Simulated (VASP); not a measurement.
# MgO (F-43m) in VASP: settings compared, part 3 of 3

VASP 6.6.1.

## Step 6: Single point, PBEsol

INCAR reads:

```
SYSTEM = MgO
ALGO = Normal ; EDIFF = 1E-6
ENCUT = 600 ; GGA = PS
GGA_COMPAT = .FALSE. ; ISIF = 2
ISMEAR = 1 ; LASPH = .TRUE.
LCHARG = .FALSE. ; LREAL = .FALSE.
LWAVE = .FALSE. ; NBANDS = 11
NELM = 120 ; PREC = Accurate
SIGMA = 0.2
```

KPOINTS reads:

```
k-points
0
G
  6 6 6
  0 0 0
```

POSCAR reads:

```
MgO
1.0
    0.0000000000      2.2820056624      2.2820056624
    2.2820056624      0.0000000000      2.2820056624
    2.2820056624      2.2820056624      0.0000000000
Mg O
1 1
Direct
    0.0000000000      0.0000000000      0.0000000000
    0.2500000000      0.2500000000      0.2500000000
```

Potentials or basis: VASP PAW PBE potentials, release 64 (Mg, O).

Command:

```bash
cat potpaw_PBE.64/Mg/POTCAR potpaw_PBE.64/O/POTCAR > POTCAR
mpirun -np 1 vasp_std > vasp.out
```

OUTCAR:

```text
SYSTEM = MgO
   EDIFF = 1E-6
   ENCUT = 600
   GGA = PS
   ISIF = 2
   ISMEAR = 1
   LASPH = .TRUE.
   LREAL = .FALSE.
   NELM = 120
   PREC = Accurate

 ion  position               nearest neighbor table
   1  0.000  0.000  0.000-   2 1.98   2 1.98   2 1.98   2 1.98
   2  0.250  0.250  0.250-   1 1.98   1 1.98   1 1.98   1 1.98

  LATTYP: Found a face centered cubic cell.
 ALAT       =     4.5640113248

  Lattice vectors:

 A1 = (   0.0000000000,   2.2820056624,   2.2820056624)
 A2 = (   2.2820056624,   0.0000000000,   2.2820056624)
 A3 = (   2.2820056624,   2.2820056624,   0.0000000000)

Analysis of symmetry for initial positions (statically):
=====================================================================
 Subroutine PRICEL returns:
 Original cell was already a primitive cell.

 Routine SETGRP: Setting up the symmetry group for a
 face centered cubic supercell.

 Subroutine GETGRP returns: Found 24 space group operations
 (whereof 24 operations were pure point group operations)
 out of a pool of 48 trial point group operations.

The static configuration has the point symmetry T_d .

Analysis of symmetry for dynamics (positions and initial velocities):
=====================================================================
 Subroutine PRICEL returns:
 Original cell was already a primitive cell.

 Routine SETGRP: Setting up the symmetry group for a
 face centered cubic supercell.

 Subroutine GETGRP returns: Found 24 space group operations
 (whereof 24 operations were pure point group operations)
 out of a pool of 48 trial point group operations.

The dynamic configuration has the point symmetry T_d .

 Subroutine INISYM returns: Found 24 space group operations
 (whereof 24 operations are pure point group operations),
 and found     1 'primitive' translations

----------------------------------------------------------------------------------------

                                     Primitive cell

  volume of cell :      23.7673

  direct lattice vectors                    reciprocal lattice vectors
     0.000000000  2.282005662  2.282005662    -0.219105504  0.219105504  0.219105504
     2.282005662  0.000000000  2.282005662     0.219105504 -0.219105504  0.219105504
     2.282005662  2.282005662  0.000000000     0.219105504  0.219105504 -0.219105504

  length of vectors
     3.227243357  3.227243357  3.227243357     0.379501865  0.379501865  0.379501865

  position of ions in fractional coordinates (direct lattice)
     0.000000000  0.000000000  0.000000000
     0.250000000  0.250000000  0.250000000

  ion indices of the primitive-cell ions
   primitive index   ion index
                 1           1
                 2           2

----------------------------------------------------------------------------------------

 KPOINTS: k-points

Automatic generation of k-mesh.
 Grid dimensions read from file:
 generate k-points for:    6    6    6

 Generating k-lattice:

  Cartesian coordinates                     Fractional coordinates (reciprocal lattice)
    -0.036517584  0.036517584  0.036517584     0.166666667  0.000000000  0.000000000
     0.036517584 -0.036517584  0.036517584     0.000000000  0.166666667  0.000000000
     0.036517584  0.036517584 -0.036517584     0.000000000  0.000000000  0.166666667

  Length of vectors
     0.063250311  0.063250311  0.063250311

  Shift w.r.t. Gamma in fractional coordinates (k-lattice)
     0.000000000  0.000000000  0.000000000

 Subroutine IBZKPT returns following result:
 ===========================================

 Found     16 irreducible k-points:

 Following reciprocal coordinates:
            Coordinates               Weight
  0.000000  0.000000  0.000000      1.000000
  0.166667  0.000000  0.000000      8.000000
  0.333333  0.000000  0.000000      8.000000
  0.500000  0.000000  0.000000      4.000000
  0.166667  0.166667  0.000000      6.000000
  0.333333  0.166667  0.000000     24.000000
[... 8 lines left out ...]
 -0.333333  0.333333  0.166667     24.000000
 -0.333333  0.500000  0.166667     12.000000
   k-points           NKPTS =     16   k-points in BZ     NKDIM =     16   number of bands    NBANDS=     11
   number of dos      NEDOS =    301   number of ions     NIONS =      2
   total plane-waves  NPLWV =  21952
   dimension x,y,z NGX =    28 NGY =   28 NGZ =   28
   dimension x,y,z NGXF=    56 NGYF=   56 NGZF=   56
   ions per type =               1   1
   NGX,Y,Z   is equivalent  to a cutoff of  14.42, 14.42, 14.42 a.u.
   NGXF,Y,Z  is equivalent  to a cutoff of  28.85, 28.85, 28.85 a.u.
 SYSTEM =  MgO
   PREC   = accura    normal or accurate (medium, high low for compatibility)
   ISTART =      0    job   : 0-new  1-cont  2-samecut
   ICHARG =      2    charge: 1-file 2-atom 10-const
   ISPIN  =      1    spin polarized calculation?
   LNONCOLLINEAR =      F non collinear calculations
   LSORBIT =      F    spin-orbit coupling
   LASPH  =      T    aspherical Exc in radial PAW
   ENCUT  =  600.0 eV  44.10 Ry    6.64 a.u.   6.45  6.45  6.45*2*pi/ulx,y,z
   NELM   =    120;   NELMIN=  2; NELMDL= -5     # of ELM steps
   EDIFF  = 0.1E-05   stopping-criterion for ELM
   LREAL  =      F    real-space projection
   EDIFFG = 0.1E-04   stopping-criterion for IOM
   NSW    =      0    number of steps for IOM
   IBRION =     -1    ionic relax: 0-MD 1-quasi-New 2-CG
   NFREE  =      0    steps in history (QN), initial steepest desc. (CG)
   ISIF   =      2    stress and relaxation
   ISYM   =      2    0-nonsym 1-usesym 2-fastsym
   POTIM  = 0.5000    time-step for ionic-motion
   TEBEG  =    0.0;   TEEND  =   0.0 temperature during run
   PSTRESS=    0.0 pullay stress
   NELECT =       8.0000    total number of electrons
   NUPDOWN=      -1.0000    fix difference up-down
   EMIN   =  10.00;   EMAX   =-10.00  energy-range for DOS
   EFERMI =   0.00;   METHOD = LEGACY
   ISMEAR =     1;   SIGMA  =   0.20  broadening in eV -4-tet -1-fermi 0-gaus
   EFERMI_NEDOS =   21; number of points for ismear=-14 and -15
   IALGO  =     38    algorithm
   IMIX   =      4    mixing-type and parameters
     AMIX     =   0.40;   BMIX     =  1.00
     AMIX_MAG =   1.60;   BMIX_MAG =  1.00
  volume/ion in A,a.u.               =      11.88        80.19
  Fermi-wavevector in a.u.,A,eV,Ry     =   1.138793  2.152007 17.644708  1.296849
  Thomas-Fermi vector in A             =   2.275497
   LORBIT       =      0    0 simple, 1 ext, 2 COOP (PROOUT), +10 PAW based schemes
   GGA     = PS    functional components
   LHFCALC =     F    Hartree Fock is set to
   AEXX    =    0.0000 exact exchange contribution
   IVDW    =     0    specifies the selected vdW correction
   LEPSILON=     F    determine dielectric tensor
   LRPA    =     F    only Hartree local field effects (RPA)
 non-spin polarized calculation
 Methfessel and Paxton  Order N= 1 SIGMA  =   0.20
  energy-cutoff  :      600.00
  volume of cell :       23.77
 maximum number of plane-waves:       821
 NGX is ok and might be reduce to    28
   NGX = 13   NGY = 13   NGZ = 13

 number of electron       8.0000002 magnetization

 Free energy of the ion-electron system (eV)
  ---------------------------------------------------
  ext. energy  EPLUGINS =         0.00000000
  ---------------------------------------------------
  free energy    TOTEN  =       -12.20388070 eV

  energy without entropy =      -12.21072797  energy(sigma->0) =      -12.20616312

 E-fermi :   0.7398     XC(G=0):  -9.9552

 val. band max:        0.6576044198   @ k =   0.0000   0.0000   0.0000
 cond. band min:       4.1884150028   @ k =   0.0000   0.0000   0.0000
 fundamental gap:      3.5308105830
 Fermi energy:         0.7398231871

 k-point     1 :       0.0000    0.0000    0.0000
  band No.  band energies     occupation
      1     -15.1635      2.00000
      2       0.6576      1.63488
      3       0.6576      1.63488
      4       0.6576      1.63488
      5       4.1884     -0.00000
      6      17.3631      0.00000
      7      17.3631      0.00000
      8      17.3631      0.00000
      9      20.8763      0.00000
     10      20.8763      0.00000
     11      20.9266      0.00000
[... 197 lines left out ...]
 k-point    16 :      -0.3333    0.5000    0.1667
  band No.  band energies     occupation
      1     -14.2702      2.00000
      2      -1.4966      2.00000
      3      -0.5936      2.00000
      4      -0.3358      2.00000
      5       7.7946      0.00000
      6      12.0723      0.00000
      7      14.5517      0.00000
      8      15.1258      0.00000
      9      19.0420      0.00000
     10      23.3368      0.00000
     11      24.4478      0.00000

------------------------ aborting loop because EDIFF is reached ----------------------------------------

  FORCE on cell =-STRESS in cart. coord.  units (eV):
  Direction    XX          YY          ZZ          XY          YZ          ZX
  --------------------------------------------------------------------------------------
  -------------------------------------------------------------------------------------
  Total        0.0659436      0.0659436      0.0659436      0.0000000      0.0000000      0.0000000
  in kB        4.4453207      4.4453207      4.4453207      0.0000000      0.0000000      0.0000000
  external PRESSURE =       4.4453207 kB  Pullay stress =       0.0000000 kB

 VOLUME and BASIS-vectors are now :
 -----------------------------------------------------------------------------
  energy-cutoff  :      600.00
  volume of cell :       23.77
      direct lattice vectors                 reciprocal lattice vectors
     0.000000000  2.282005662  2.282005662    -0.219105504  0.219105504  0.219105504
     2.282005662  0.000000000  2.282005662     0.219105504 -0.219105504  0.219105504
     2.282005662  2.282005662  0.000000000     0.219105504  0.219105504 -0.219105504

 POSITION                                       TOTAL-FORCE (eV/Angst)
 -----------------------------------------------------------------------------------
      0.00000      0.00000      0.00000         0.000000      0.000000      0.000000
      1.14100      1.14100      1.14100        -0.000000     -0.000000     -0.000000
 -----------------------------------------------------------------------------------
    total drift:                                0.000000      0.000000      0.000000

  FREE ENERGIE OF THE ION-ELECTRON SYSTEM (eV)
  ---------------------------------------------------
  free  energy   TOTEN  =       -12.2038806973 eV

  energy  without entropy=      -12.2107279684  energy(sigma->0) =      -12.20616312
```

stdout:

```text
POSCAR found type information on POSCAR MgO
 POSCAR found :  2 types and       2 ions
 scaLAPACK will be used
 -----------------------------------------------------------------------------
|                                                                             |
|                                                                             |
|     You enforced a specific xc type in the INCAR file but a different       |
|     I HOPE YOU KNOW WHAT YOU ARE DOING!                                     |
|                                                                             |
 -----------------------------------------------------------------------------

 LDA part: xc-table for (Slater+PW92), standard interpolation
 POSCAR, INCAR and KPOINTS ok, starting setup
 FFT: planning ... GRIDC
 FFT: planning ... GRID_SOFT
 FFT: planning ... GRID
 WAVECAR not read
 entering main loop
```

It used 9.2 s of CPU time on 1 thread of AMD EPYC 7R13 Processor (Zen 3) (shared host).

What came out:

```yaml
Free_energy: -12.2039 eV
Pressure: 0.4 GPa
Band_gap_on_the_k_mesh: 3.53 eV, direct
```

Levels at points of the mesh, in eV from the valence-band top:
```
           k point  band 1  band 2  band 3  band 4  band 5  band 6  band 7  band 8  band 9
(0.00, 0.00, 0.00)  -15.82    0.00    0.00    0.00    3.53   16.71   16.71   16.71   20.22
(0.50, 0.00, 0.00)  -15.13   -3.09   -0.18   -0.18    8.66    9.58   14.50   14.50   19.52
(0.50, 0.50, 0.00)  -14.93   -2.55   -0.75   -0.75    6.10   11.39   14.07   16.56   16.56
```

Caveat: the PAW data sets were made with another functional, which shifts forces and pressure a little. As with any semilocal functional, this PBEsol gap is likely too small.

## Step 7: The runs side by side

| level | potentials or basis | k mesh | cutoff (eV) | smearing | grid for exact exchange (PRECFOCK) | share of exact exchange | screening parameter | gap on the mesh (eV) | pressure (GPa) |
| --- | --- | --- | --- | --- | --- | --- | --- | --- | --- |
| PBE-based screened hybrid | VASP PAW PBE potentials, release 64 (Mg, O) | 4 × 4 × 4 | 520 | gaussian 0.01 eV | Normal | 0.75 | 0.2078 1/Å | 8.72 | -6.8 |
| LDA | VASP PAW LDA potentials, release 64 (Mg, O) | 4 × 4 × 4 | 600 | gaussian 0.01 eV | - | - | - | 3.55 | -4.9 |
| PBEsol | VASP PAW PBE potentials, release 64 (Mg, O) | 6 × 6 × 6 | 600 | methfessel-paxton 0.2 eV | - | - | - | 3.53 | 0.4 |
| PBEsol | VASP PAW PBE potentials, release 64 (Mg, O) | 6 × 6 × 6 | 600 | gaussian 0.001 eV | - | - | - | 3.53 | 0.5 |

Alike in all rows: task single point; no spin polarisation; cell as given.

Caveats: some runs use coarse meshes; the PAW data sets were made with another functional, which shifts forces and pressure a little (some runs).

Absolute energies hang on the potentials; compare differences alone.
